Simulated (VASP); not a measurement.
# Ti (R-3m) in VASP: a series of runs

Ti is run at these levels: PBEsol; tasks: single point.

Everything below comes from runs of VASP 6.6.1. Logs are shortened: lines on timing, memory, paths and dates and some standing lists are left out, and cuts for length are marked.

## Step 1: The cell of the first run

The structure is trigonal, space group R-3m (No. 166). The conventional cell has a = 2.276 Å, b = 2.276 Å, c = 11.151 Å, α = 90.00°, β = 90.00°, γ = 120.00°. Within 3.0 Å of Ti (site symmetry -3m) lie 6 Ti at 2.28 Å.

## Step 2: Single point, PBEsol

File INCAR:

```
SYSTEM = Ti
PREC = Accurate
ENCUT = 520
EDIFF = 1E-6
ISMEAR = 0
SIGMA = 0.15
LREAL = .FALSE.
LASPH = .TRUE.
NELM = 100
ALGO = Fast
ISIF = 2
LWAVE = .FALSE.
LCHARG = .FALSE.
GGA = PS
NBANDS = 12
```

File KPOINTS:

```
Automatic mesh
0
G
  28 28 28
  0 0 0
```

File POSCAR:

```
Ti
1.0
    1.0730413896      2.6826034741      2.6826034741
    2.6826034741      1.0730413896      2.6826034741
    2.6826034741      2.6826034741      1.0730413896
Ti
1
Direct
    0.0000000000      0.0000000000      0.0000000000
```

Potentials or basis: VASP PAW PBE potentials, release 64 (Ti_sv).

Run with:

```sh
$ cat potpaw_PBE.64/Ti_sv/POTCAR > POTCAR
$ mpirun -np 1 vasp_std > vasp.out
```

OUTCAR:

```text
SYSTEM = Ti
   PREC = Accurate
   ENCUT = 520
   EDIFF = 1E-6
   ISMEAR = 0
   LREAL = .FALSE.
   LASPH = .TRUE.
   NELM = 100
   ISIF = 2
   GGA = PS

 ion  position               nearest neighbor table
   1  0.000  0.000  0.000-

  LATTYP: Found a trigonal (rhomboedric) cell.
 ALAT       =     3.9426058162
 COS(alpha) =     0.8333333333

  Lattice vectors:

 A1 = (   1.0730413896,   2.6826034741,   2.6826034741)
 A2 = (   2.6826034741,   1.0730413896,   2.6826034741)
 A3 = (   2.6826034741,   2.6826034741,   1.0730413896)

Analysis of symmetry for initial positions (statically):
=====================================================================
 Subroutine PRICEL returns:
 Original cell was already a primitive cell.

 Routine SETGRP: Setting up the symmetry group for a
 trigonal (rhombohedral) supercell.

 Subroutine GETGRP returns: Found 12 space group operations
 (whereof 12 operations were pure point group operations)
 out of a pool of 12 trial point group operations.

The static configuration has the point symmetry D_3d.

Analysis of symmetry for dynamics (positions and initial velocities):
=====================================================================
 Subroutine PRICEL returns:
 Original cell was already a primitive cell.

 Routine SETGRP: Setting up the symmetry group for a
 trigonal (rhombohedral) supercell.

 Subroutine GETGRP returns: Found 12 space group operations
 (whereof 12 operations were pure point group operations)
 out of a pool of 12 trial point group operations.

The dynamic configuration has the point symmetry D_3d.

 Subroutine INISYM returns: Found 12 space group operations
 (whereof 12 operations are pure point group operations),
 and found     1 'primitive' translations

----------------------------------------------------------------------------------------

                                     Primitive cell

  volume of cell :      16.6795

  direct lattice vectors                    reciprocal lattice vectors
     1.073041390  2.682603474  2.682603474    -0.362417417  0.258869584  0.258869584
     2.682603474  1.073041390  2.682603474     0.258869584 -0.362417417  0.258869584
     2.682603474  2.682603474  1.073041390     0.258869584  0.258869584 -0.362417417

  length of vectors
     3.942605816  3.942605816  3.942605816     0.515143967  0.515143967  0.515143967

  position of ions in fractional coordinates (direct lattice)
     0.000000000  0.000000000  0.000000000

  ion indices of the primitive-cell ions
   primitive index   ion index
                 1           1

----------------------------------------------------------------------------------------

 KPOINTS: Automatic mesh

Automatic generation of k-mesh.
 Grid dimensions read from file:
 generate k-points for:   28   28   28

 Generating k-lattice:

  Cartesian coordinates                     Fractional coordinates (reciprocal lattice)
    -0.012943479  0.009245342  0.009245342     0.035714286  0.000000000  0.000000000
     0.009245342 -0.012943479  0.009245342     0.000000000  0.035714286  0.000000000
     0.009245342  0.009245342 -0.012943479     0.000000000  0.000000000  0.035714286

  Length of vectors
     0.018397999  0.018397999  0.018397999

  Shift w.r.t. Gamma in fractional coordinates (k-lattice)
     0.000000000  0.000000000  0.000000000

 Subroutine IBZKPT returns following result:
 ===========================================

 Found   2045 irreducible k-points:

 Following reciprocal coordinates:
            Coordinates               Weight
  0.000000  0.000000  0.000000      1.000000
  0.035714  0.000000  0.000000      6.000000
  0.071429  0.000000  0.000000      6.000000
  0.107143  0.000000  0.000000      6.000000
  0.142857  0.000000  0.000000      6.000000
  0.178571 -0.000000 -0.000000      6.000000
[... 16 lines left out ...]
  0.285714  0.035714 -0.000000     12.000000
  0.321429  0.035714 -0.000000     12.000000
 [... further k-points ...]
   k-points           NKPTS =   2045   k-points in BZ     NKDIM =   2045   number of bands    NBANDS=     12
   number of dos      NEDOS =    301   number of ions     NIONS =      1
   total plane-waves  NPLWV =  27000
   dimension x,y,z NGX =    30 NGY =   30 NGZ =   30
   dimension x,y,z NGXF=    60 NGYF=   60 NGZF=   60
   ions per type =               1
   NGX,Y,Z   is equivalent  to a cutoff of  12.65, 12.65, 12.65 a.u.
   NGXF,Y,Z  is equivalent  to a cutoff of  25.30, 25.30, 25.30 a.u.
 SYSTEM =  Ti
   PREC   = accura    normal or accurate (medium, high low for compatibility)
   ISTART =      0    job   : 0-new  1-cont  2-samecut
   ICHARG =      2    charge: 1-file 2-atom 10-const
   ISPIN  =      1    spin polarized calculation?
   LNONCOLLINEAR =      F non collinear calculations
   LSORBIT =      F    spin-orbit coupling
   LASPH  =      T    aspherical Exc in radial PAW
   ENCUT  =  520.0 eV  38.22 Ry    6.18 a.u.   7.33  7.33  7.33*2*pi/ulx,y,z
   NELM   =    100;   NELMIN=  2; NELMDL= -5     # of ELM steps
   EDIFF  = 0.1E-05   stopping-criterion for ELM
   LREAL  =      F    real-space projection
   EDIFFG = 0.1E-04   stopping-criterion for IOM
   NSW    =      0    number of steps for IOM
   IBRION =     -1    ionic relax: 0-MD 1-quasi-New 2-CG
   NFREE  =      0    steps in history (QN), initial steepest desc. (CG)
   ISIF   =      2    stress and relaxation
   ISYM   =      2    0-nonsym 1-usesym 2-fastsym
   POTIM  = 0.5000    time-step for ionic-motion
   TEBEG  =    0.0;   TEEND  =   0.0 temperature during run
   PSTRESS=    0.0 pullay stress
   NELECT =      12.0000    total number of electrons
   NUPDOWN=      -1.0000    fix difference up-down
   EMIN   =  10.00;   EMAX   =-10.00  energy-range for DOS
   EFERMI =   0.00;   METHOD = LEGACY
   ISMEAR =     0;   SIGMA  =   0.15  broadening in eV -4-tet -1-fermi 0-gaus
   EFERMI_NEDOS =   21; number of points for ismear=-14 and -15
   IALGO  =     68    algorithm
   IMIX   =      4    mixing-type and parameters
     AMIX     =   0.40;   BMIX     =  1.00
     AMIX_MAG =   1.60;   BMIX_MAG =  1.00
  volume/ion in A,a.u.               =      16.68       112.56
  Fermi-wavevector in a.u.,A,eV,Ry     =   1.466924  2.772084 29.277901  2.151865
  Thomas-Fermi vector in A             =   2.582603
   LORBIT       =      0    0 simple, 1 ext, 2 COOP (PROOUT), +10 PAW based schemes
   GGA     = PS    functional components
   LHFCALC =     F    Hartree Fock is set to
   AEXX    =    0.0000 exact exchange contribution
   IVDW    =     0    specifies the selected vdW correction
   LEPSILON=     F    determine dielectric tensor
   LRPA    =     F    only Hartree local field effects (RPA)
 non-spin polarized calculation
 RMM-DIIS sequential band-by-band and
 Gauss-broadening in eV      SIGMA  =   0.15
  energy-cutoff  :      520.00
  volume of cell :       16.68
 maximum number of plane-waves:       471
 NGX is ok and might be reduce to    30
   NGX = 15   NGY = 15   NGZ = 15

 number of electron      11.9999999 magnetization

 Free energy of the ion-electron system (eV)
  ---------------------------------------------------
  ext. energy  EPLUGINS =         0.00000000
  ---------------------------------------------------
  free energy    TOTEN  =        -6.51305460 eV

  energy without entropy =       -6.50883378  energy(sigma->0) =       -6.51094419

 E-fermi :   7.9915     XC(G=0): -11.3203

 val. band max:        7.9853676245   @ k =  -0.1071   0.2500   0.0714
 cond. band min:       7.9968000938   @ k =  -0.2857   0.0357  -0.0000
 fundamental gap:      0.0114324692
 Fermi energy:         7.9914738887

 k-point     1 :       0.0000    0.0000    0.0000
  band No.  band energies     occupation
      1     -48.4179      2.00000
      2     -24.4669      2.00000
      3     -22.4555      2.00000
      4     -22.4555      2.00000
      5       3.1024      2.00000
      6       5.8795      2.00000
      7       9.4733      0.00000
      8       9.4733      0.00000
      9      13.4870      0.00000
     10      13.4870      0.00000
     11      13.7264      0.00000
     12      21.5525      0.00000

 k-point     2 :       0.0357    0.0000    0.0000
  band No.  band energies     occupation
      1     -48.4055      2.00000
      2     -24.4580      2.00000
      3     -22.5088      2.00000
      4     -22.4668      2.00000
      5       3.1678      2.00000
      6       5.9410      2.00000
      7       9.4090      0.00000
      8       9.5353      0.00000
      9      12.7834      0.00000
     10      13.4681      0.00000
     11      14.4324      0.00000
     12      21.5790      0.00000

 k-point     3 :       0.0714    0.0000    0.0000
  band No.  band energies     occupation
      1     -48.3688      2.00000
      2     -24.4318      2.00000
      3     -22.6649      2.00000
      4     -22.4998      2.00000
      5       3.3591      2.00000
      6       6.1199      2.00000
      7       9.2311      0.00000
      8       9.7195      0.00000
      9      11.9866      0.00000
     10      13.4125      0.00000
     11      15.2345      0.00000
     12      21.6611      0.00000

 k-point     4 :       0.1071    0.0000    0.0000
  band No.  band energies     occupation
      1     -48.3091      2.00000
      2     -24.3893      2.00000
      3     -22.9131      2.00000
      4     -22.5526      2.00000
      5       3.6625      2.00000
      6       6.3932      2.00000
      7       8.9869      0.00000
      8      10.0209      0.00000
      9      11.2103      0.00000
     10      13.3239      0.00000
     11      16.0137      0.00000
     12      21.8065      0.00000

 k-point     5 :       0.1429    0.0000    0.0000
  band No.  band energies     occupation
      1     -48.2287      2.00000
      2     -24.3325      2.00000
      3     -23.2372      2.00000
      4     -22.6222      2.00000
      5       4.0580      2.00000
      6       6.6954      2.00000
      7       8.7742      0.00000
      8      10.4313      0.00000
      9      10.4668      0.00000
     10      13.2079      0.00000
     11      16.7501      0.00000
     12      22.0264      0.00000
[... 228 lines left out ...]
      1     -48.0690      2.00000
      2     -24.2214      2.00000
      3     -23.8400      2.00000
      4     -22.7671      2.00000
      5       4.8312      2.00000
      6       6.9408      2.00000
      7       8.7857      0.00000
      8       9.4243      0.00000
      9      11.3271      0.00000
     10      12.9551      0.00000
     11      17.6014      0.00000
     12      22.7628      0.00000

 k-point    22 :       0.2500    0.0357    0.0000
  band No.  band energies     occupation
      1     -47.9536      2.00000
      2     -24.2579      2.00000
      3     -24.1415      2.00000
      4     -22.8632      2.00000
      5       5.2876      2.00000
      6       6.8111      2.00000
      7       8.8378      0.00000
      8       9.3040      0.00000
      9      11.9669      0.00000
     10      12.7928      0.00000
     11      18.1115      0.00000
     12      23.2538      0.00000

 k-point    23 :       0.2857    0.0357   -0.0000
  band No.  band energies     occupation
      1     -47.8326      2.00000
      2     -24.6782      2.00000
      3     -24.0585      2.00000
      4     -22.9603      2.00000
      5       5.5468      2.00000
      6       6.7542      2.00000
      7       8.4005      0.00012
      8       9.9900      0.00000
      9      12.6242      0.00000
     10      12.6596      0.00000
     11      18.5573      0.00000
     12      23.7985      0.00000

 k-point    24 :       0.3214    0.0357   -0.0000
  band No.  band energies     occupation
      1     -47.7120      2.00000
      2     -25.0811      2.00000
      3     -23.9766      2.00000
      4     -23.0536      2.00000
      5       5.4672      2.00000
      6       6.8538      2.00000
      7       8.2384      0.01992
      8      10.7501      0.00000
      9      12.4734      0.00000
     10      13.3579      0.00000
     11      18.9550      0.00000
     12      24.2402      0.00000

 [... further k-points ...]
[... 5 lines left out ...]
  --------------------------------------------------------------------------------------
  -------------------------------------------------------------------------------------
  Total        2.8481450      2.8481450      2.8481450     -2.8304744     -2.8304744     -2.8304744
  in kB      273.5832412    273.5832412    273.5832412   -271.8858632   -271.8858632   -271.8858632
  external PRESSURE =     273.5832412 kB  Pullay stress =       0.0000000 kB

 VOLUME and BASIS-vectors are now :
 -----------------------------------------------------------------------------
  energy-cutoff  :      520.00
  volume of cell :       16.68
      direct lattice vectors                 reciprocal lattice vectors
     1.073041390  2.682603474  2.682603474    -0.362417417  0.258869584  0.258869584
     2.682603474  1.073041390  2.682603474     0.258869584 -0.362417417  0.258869584
     2.682603474  2.682603474  1.073041390     0.258869584  0.258869584 -0.362417417

 POSITION                                       TOTAL-FORCE (eV/Angst)
 -----------------------------------------------------------------------------------
      0.00000      0.00000      0.00000        -0.000000      0.000000     -0.000000
 -----------------------------------------------------------------------------------
    total drift:                               -0.000000     -0.000000     -0.000000

  FREE ENERGIE OF THE ION-ELECTRON SYSTEM (eV)
  ---------------------------------------------------
  free  energy   TOTEN  =        -6.5130546024 eV

  energy  without entropy=       -6.5088337791  energy(sigma->0) =       -6.51094419
```

Wall time 20 min (1 thread of Intel Xeon 6975P-C, shared host); peak memory 0.53 GiB.

Results:

- Free energy: -6.5131 eV
- Pressure: 27.4 GPa
- Band gap on the k mesh: zero (band 6 reaches 8.40 eV, above the bottom of band 7 at 7.48 eV)

Stress tensor (GPa, compression positive):
```
 27.36 -27.19 -27.19
-27.19  27.36 -27.19
-27.19 -27.19  27.36
```

Levels at points of the mesh, in eV from the Fermi level:
| k point | band 3 | band 4 | band 5 | band 6 | band 7 | band 8 | band 9 | band 10 |
| --- | --- | --- | --- | --- | --- | --- | --- | --- |
| (0.00, 0.00, 0.00) | -30.45 | -30.45 | -4.89 | -2.11 | 1.48 | 1.48 | 5.50 | 5.50 |
| (0.50, 0.00, 0.00) | -31.71 | -31.29 | -3.53 | -1.90 | 2.73 | 4.12 | 5.21 | 7.72 |
| (0.50, 0.50, 0.00) | -31.72 | -31.29 | -3.52 | -2.33 | 3.63 | 4.24 | 6.17 | 7.72 |
| (0.50, 0.50, 0.50) | -30.45 | -30.45 | -3.09 | -1.88 | 1.36 | 1.48 | 1.48 | 5.52 |

Caveat: the PAW data sets were made with another functional, which shifts forces and pressure a little.

(Part 1 of 2 ends here.)
